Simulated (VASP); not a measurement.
# CsPbBr3 (Pm-3m) in VASP: further runs, part 2 of 2

VASP 6.6.1. Earlier steps stand in the parts before.

**3. Dielectric tensor, PBE**

This run uses another cell than the first one: it holds 5 atoms, not 10.

Input file INCAR:

```
SYSTEM = CsPbBr3
ALGO = Normal ; EDIFF = 1E-8
ENCUT = 520 ; GGA = PE
ISIF = 2 ; ISMEAR = 0
LASPH = .TRUE. ; LCHARG = .FALSE.
LEPSILON = .TRUE. ; LREAL = .FALSE.
LWAVE = .FALSE. ; NELM = 100
PREC = Accurate ; SIGMA = 0.01
```

Input file KPOINTS:

```
k-points
0
G
  5 5 5
  0 0 0
```

Input file POSCAR:

```
CsPbBr3
1.0
    5.8700000000      0.0000000000      0.0000000000
    0.0000000000      5.8700000000      0.0000000000
    0.0000000000      0.0000000000      5.8700000000
Cs Pb Br
1 1 3
Direct
    0.0000000000      0.0000000000      0.0000000000
    0.5000000000      0.5000000000      0.5000000000
    0.0000000000      0.5000000000      0.5000000000
    0.5000000000      0.0000000000      0.5000000000
    0.5000000000      0.5000000000      0.0000000000
```

Potentials or basis: VASP PAW PBE potentials, release 64 (Cs_sv, Pb_d, Br).

Launch:

```bash
$ cat potpaw_PBE.64/Cs_sv/POTCAR potpaw_PBE.64/Pb_d/POTCAR potpaw_PBE.64/Br/POTCAR > POTCAR
$ mpirun -np 1 vasp_std > vasp.out
```

OUTCAR:

```text
SYSTEM = CsPbBr3
   EDIFF = 1E-8
   ENCUT = 520
   GGA = PE
   ISIF = 2
   ISMEAR = 0
   LASPH = .TRUE.
   LEPSILON = .TRUE.
   LREAL = .FALSE.
   NELM = 100
   PREC = Accurate

 ion  position               nearest neighbor table
   1  0.000  0.000  0.000-
   2  0.500  0.500  0.500-   3 2.94   4 2.94   5 2.94   5 2.94   4 2.94   3 2.94
   3  0.000  0.500  0.500-   2 2.94   2 2.94
   4  0.500  0.000  0.500-   2 2.94   2 2.94
   5  0.500  0.500  0.000-   2 2.94   2 2.94

  LATTYP: Found a simple cubic cell.
 ALAT       =     5.8700000000

  Lattice vectors:

 A1 = (   5.8700000000,   0.0000000000,   0.0000000000)
 A2 = (   0.0000000000,   5.8700000000,   0.0000000000)
 A3 = (   0.0000000000,   0.0000000000,   5.8700000000)

Analysis of symmetry for initial positions (statically):
=====================================================================
 Subroutine PRICEL returns:
 Original cell was already a primitive cell.

 Routine SETGRP: Setting up the symmetry group for a
 simple cubic supercell.

 Subroutine GETGRP returns: Found 48 space group operations
 (whereof 48 operations were pure point group operations)
 out of a pool of 48 trial point group operations.

The static configuration has the point symmetry O_h .

Analysis of symmetry for dynamics (positions and initial velocities):
=====================================================================
 Subroutine PRICEL returns:
 Original cell was already a primitive cell.

 Routine SETGRP: Setting up the symmetry group for a
 simple cubic supercell.

 Subroutine GETGRP returns: Found 48 space group operations
 (whereof 48 operations were pure point group operations)
 out of a pool of 48 trial point group operations.

The dynamic configuration has the point symmetry O_h .

 Subroutine INISYM returns: Found 48 space group operations
 (whereof 48 operations are pure point group operations),
 and found     1 'primitive' translations

----------------------------------------------------------------------------------------

                                     Primitive cell

  volume of cell :     202.2620

  direct lattice vectors                    reciprocal lattice vectors
     5.870000000  0.000000000  0.000000000     0.170357751  0.000000000  0.000000000
     0.000000000  5.870000000  0.000000000     0.000000000  0.170357751  0.000000000
     0.000000000  0.000000000  5.870000000     0.000000000  0.000000000  0.170357751

  length of vectors
     5.870000000  5.870000000  5.870000000     0.170357751  0.170357751  0.170357751

  position of ions in fractional coordinates (direct lattice)
     0.000000000  0.000000000  0.000000000
     0.500000000  0.500000000  0.500000000
     0.000000000  0.500000000  0.500000000
     0.500000000  0.000000000  0.500000000
     0.500000000  0.500000000  0.000000000

  ion indices of the primitive-cell ions
[... 406 lines left out ...]
  -------------------------------------------------------------------------------------
  Total        1.7586467      1.7586467      1.7586467      0.0000000      0.0000000      0.0000000
  in kB       13.9307626     13.9307626     13.9307626      0.0000000      0.0000000      0.0000000
  external PRESSURE =      13.9307626 kB  Pullay stress =       0.0000000 kB

 VOLUME and BASIS-vectors are now :
 -----------------------------------------------------------------------------
  energy-cutoff  :      520.00
  volume of cell :      202.26
      direct lattice vectors                 reciprocal lattice vectors
     5.870000000  0.000000000  0.000000000     0.170357751  0.000000000  0.000000000
     0.000000000  5.870000000  0.000000000     0.000000000  0.170357751  0.000000000
     0.000000000  0.000000000  5.870000000     0.000000000  0.000000000  0.170357751

 POSITION                                       TOTAL-FORCE (eV/Angst)
 -----------------------------------------------------------------------------------
      0.00000      0.00000      0.00000         0.000000      0.000000      0.000000
      2.93500      2.93500      2.93500         0.000000      0.000000      0.000000
      0.00000      2.93500      2.93500         0.000000      0.000000      0.000000
      2.93500      0.00000      2.93500         0.000000      0.000000      0.000000
      2.93500      2.93500      0.00000         0.000000      0.000000      0.000000
 -----------------------------------------------------------------------------------
    total drift:                                0.000000     -0.000000     -0.000000

  FREE ENERGIE OF THE ION-ELECTRON SYSTEM (eV)
  ---------------------------------------------------
  free  energy   TOTEN  =       -15.8492560283 eV

  energy  without entropy=      -15.8492560283  energy(sigma->0) =      -15.84925603

 HEAD OF MICROSCOPIC STATIC DIELECTRIC TENSOR (INDEPENDENT PARTICLE, excluding Hartree and local field effects)
 ------------------------------------------------------
           4.536603    -0.000000     0.000000
           0.000000     4.536603    -0.000000
           0.000000    -0.000000     4.536603
 ------------------------------------------------------

 Free energy of the ion-electron system (eV)
  ---------------------------------------------------
  ---------------------------------------------------
  free energy    TOTEN  =        -1.97670772 eV

  energy without entropy =       -1.97670772

------------------------ aborting loop because EDIFF is reached ----------------------------------------

--------------------------------------- Ionic step        2  -------------------------------------------

------------------------ aborting loop because EDIFF is reached ----------------------------------------

--------------------------------------- Ionic step        3  -------------------------------------------

 Free energy of the ion-electron system (eV)
  ---------------------------------------------------
  ---------------------------------------------------
  free energy    TOTEN  =        -1.97671021 eV

  energy without entropy =       -1.97671021

------------------------ aborting loop because EDIFF is reached ----------------------------------------

 PIEZOELECTRIC TENSOR FIELD DIRECTION 3  (e Angst)
 -----------------------------------------------------------------------------
    -0.00262  0.00000  0.00000           (  0.00000  0.00000  0.00000)
     0.00000 -0.00262  0.00000           (  0.00000  0.00000  0.00000)
     0.00000 -0.00000  0.01850           (  0.00000  0.00000  0.00005)

 PIEZOELECTRIC TENSOR FIELD DIRECTION 3  (C/m^2)
 -----------------------------------------------------------------------------
    -0.00021  0.00000  0.00000
     0.00000 -0.00021  0.00000
     0.00000 -0.00000  0.00147

 MACROSCOPIC STATIC DIELECTRIC TENSOR (including local field effects in DFT)
 ------------------------------------------------------
           4.199365    -0.000000    -0.000000
           0.000000     4.199365    -0.000000
          -0.000000     0.000000     4.199365
 ------------------------------------------------------

 PIEZOELECTRIC TENSOR (including local field effects)  for field in x, y, z        (e  Angst)
          XX          YY          ZZ          XY          YZ          ZX
  --------------------------------------------------------------------------------
  x     0.00000     0.00000     0.00000     0.00000     0.00000     0.00000
  y     0.00000     0.00000     0.00000     0.00000     0.00000     0.00000
  z     0.00000     0.00000     0.00000     0.00000     0.00000     0.00000

 PIEZOELECTRIC TENSOR (including local field effects)  for field in x, y, z        (C/m^2)
          XX          YY          ZZ          XY          YZ          ZX
  --------------------------------------------------------------------------------
  x     0.00000     0.00000     0.00000     0.00000     0.00000     0.00000
  y     0.00000     0.00000     0.00000     0.00000     0.00000     0.00000
  z     0.00000     0.00000     0.00000     0.00000     0.00000     0.00000

 BORN EFFECTIVE CHARGES (including local field effects) (in |e|, cummulative output)
 ---------------------------------------------------------------------------------
 ion    1
    1     1.26168     0.00000     0.00000
    2     0.00000     1.26168    -0.00000
    3     0.00000     0.00000     1.26168
 ion    2
    1     4.21159    -0.00000    -0.00000
    2     0.00000     4.21159    -0.00000
    3     0.00000     0.00000     4.21159
 ion    3
    1    -3.74977    -0.00000    -0.00000
    2    -0.00000    -0.86175     0.00000
    3     0.00000    -0.00000    -0.86175
 ion    4
    1    -0.86175     0.00000     0.00000
    2     0.00000    -3.74977    -0.00000
    3     0.00000    -0.00000    -0.86175
 ion    5
    1    -0.86175     0.00000    -0.00000
    2    -0.00000    -0.86175    -0.00000
    3    -0.00000    -0.00000    -3.74977
```

Run time: 8.1 min. Hardware: 1 thread of Intel Xeon 6975P-C (Granite Rapids), shared host; peak memory 0.54 GiB.

What came out:

- Band gap on the k mesh: 2.65 eV
- Electronic dielectric tensor (diagonal): 4.20
- Born charges (mean of the diagonal): Cs +1.26; Pb +4.21; Br -1.82 e

Electronic dielectric tensor:
```
4.20 0.00 0.00
0.00 4.20 0.00
0.00 0.00 4.20
```

Born effective charge tensors (e):
atom 1, Cs
```
1.26 0.00 0.00
0.00 1.26 0.00
0.00 0.00 1.26
```
atom 2, Pb
```
4.21 0.00 0.00
0.00 4.21 0.00
0.00 0.00 4.21
```
atom 3, Br
```
-3.75  0.00  0.00
 0.00 -0.86  0.00
 0.00  0.00 -0.86
```
atom 4, Br
```
-0.86  0.00  0.00
 0.00 -3.75  0.00
 0.00  0.00 -0.86
```
atom 5, Br
```
-0.86  0.00  0.00
 0.00 -0.86  0.00
 0.00  0.00 -3.75
```

Caveat: spin-orbit coupling is left out, which moves the levels of the heavy elements; an odd mesh through Γ misses points on the zone boundary, where band edges can lie.
